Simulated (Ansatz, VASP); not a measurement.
**MgO in VASP and in Ansatz**

INCAR

```
PREC     = Accurate       # precision mode
ENCUT    = 520            # plane-wave cutoff, eV
EDIFF    = 1E-6           # SCF threshold, eV
ISMEAR   = 0              # smearing method
SIGMA    = 0.05           # smearing width, eV
LREAL    = F              # projectors in reciprocal space
LASPH    = T              # aspherical terms in the spheres
NELM     = 80             # most SCF steps
ALGO     = Normal         # electronic algorithm
ISIF     = 2              # what is computed and relaxed
LWAVE    = F              # write WAVECAR
LCHARG   = T              # write CHGCAR
GGA      = PE             # functional
LELF     = T              # ELF
LVHAR    = T            
NBANDS   = 16             # bands
```

KPOINTS

```
Automatic mesh
0
Gamma
  9 9 6
```

POSCAR

```
MgO
1.0
    3.4390937518      0.0000000000      0.0000000000
   -1.7195468759      2.9783425551      0.0000000000
    0.0000000000      0.0000000000      4.4373615866
Mg O
2 2
Direct
    0.6694707015      0.3333333333      0.7500000000
    0.3361373682      0.6666666667      0.2500000000
    0.6624068962      0.3333333333      0.2500000000
    0.3290735629      0.6666666667      0.7500000000
```

Input for Ansatz:

```yaml
crystal:
  lattice:
    - [3.4390937518, 0.0, 0.0]
    - [-1.7195468759, 2.9783425551, 0.0]
    - [0.0, 0.0, 4.4373615866]
  atoms:
    - { symbol: Mg, position: [0.6694707015, 0.3333333333, 0.75] }
    - { symbol: Mg, position: [0.3361373682, 0.6666666667, 0.25] }
    - { symbol: O, position: [0.6624068962, 0.3333333333, 0.25] }
    - { symbol: O, position: [0.3290735629, 0.6666666667, 0.75] }
basis:
  ecutwfc: 520.0
kpoints:
  mp_grid: { grid: [9, 9, 6] }
hamiltonian:
  xc: pbe
  pseudopotentials: { kind: paw, azcp: { folder: soft_1 } }
scf:
  occupations: { method: gaussian, width: 0.05 }
output:
  forces: true
  stress: true
  eigenvalues: true
```

Change from the starting cell: mode 8 frozen in at -0.015 Å, strain +e along z and -e/2 along x and y +0.0467.

Alike in both runs: task single point; functional PBE; k mesh 9 × 9 × 6; occupations gaussian, width 0.05 eV; no spin polarisation.

|  | VASP | Ansatz |
| --- | --- | --- |
| version | VASP 6.6.1 | Ansatz 0.2.0 |
| potentials or method | VASP PAW PBE potentials, release 64 (Mg, O), cutoff 520 eV | scalar-relativistic, plane waves, PAW |
| valence electrons in the cell | 16 | 32 |

```tsv
	VASP	Ansatz	Ansatz less VASP
gap on the k mesh at the Fermi level (eV)	3.18	3.20	+0.022
least direct gap on the mesh (eV)	3.18	3.20	+0.022
pressure (GPa)	0.6	1.1	+0.56
traceless stress, the component that is largest in VASP (GPa)	-6.54	-6.39	+0.143
rms of the force components (eV/Å)	0.149	0.147	-0.0017
```

Atom by atom the forces differ by 0.002 eV/Å (rms over components). With one functional, cell and mesh, what is left measures potentials, basis and numerics. VASP's potentials hold 16 valence electrons a cell and Ansatz's 32, so a difference there can come from the potentials and not from the codes.
